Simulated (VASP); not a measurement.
AlP, 2 atoms in the cell. The structure is cubic, space group F-43m (No. 216). Conventional cell: a = 5.423 Å, b = 5.423 Å, c = 5.423 Å, α = 90.00°, β = 90.00°, γ = 90.00°. Al (site symmetry -43m) has 4 P at 2.35 Å within 3.1 Å. P (site symmetry -43m) has 4 Al at 2.35 Å within 3.1 Å. 

| Property | Result |
| --- | --- |
| Program | VASP 6.6.1 |
| Task | single point |
| Functional | r2SCAN |
| Potentials or basis | VASP PAW PBE potentials, release 64 (Al, P) |
| Cutoff | 550 eV |
| k mesh | 8 × 8 × 8 |
| Occupations | gaussian, width 0.02 eV |
| Spin | no spin polarisation |
| Dipole correction | no |
| Further INCAR settings | ALGO = Normal; EDIFF = 1e-06; NBANDS = 11 |

Potentials or basis: VASP PAW PBE potentials, release 64 (Al, P).

Launch:

```console
$ cat potpaw_PBE.64/Al/POTCAR potpaw_PBE.64/P/POTCAR > POTCAR
$ cp INCAR.step1 INCAR
$ mpirun -np 1 vasp_std > vasp.out
$ cp INCAR.step2 INCAR
$ mpirun -np 1 vasp_std > vasp.out
```

Hardware: 1 thread of Intel(R) Xeon(R) 6975P-C (Granite Rapids), on a shared host.

Task: How long does it take, and how much memory?

Result: Wall time 36 s on 1 thread of Intel(R) Xeon(R) 6975P-C (Granite Rapids) (shared host), peak memory 0.16 GiB. Counts: k points 29.
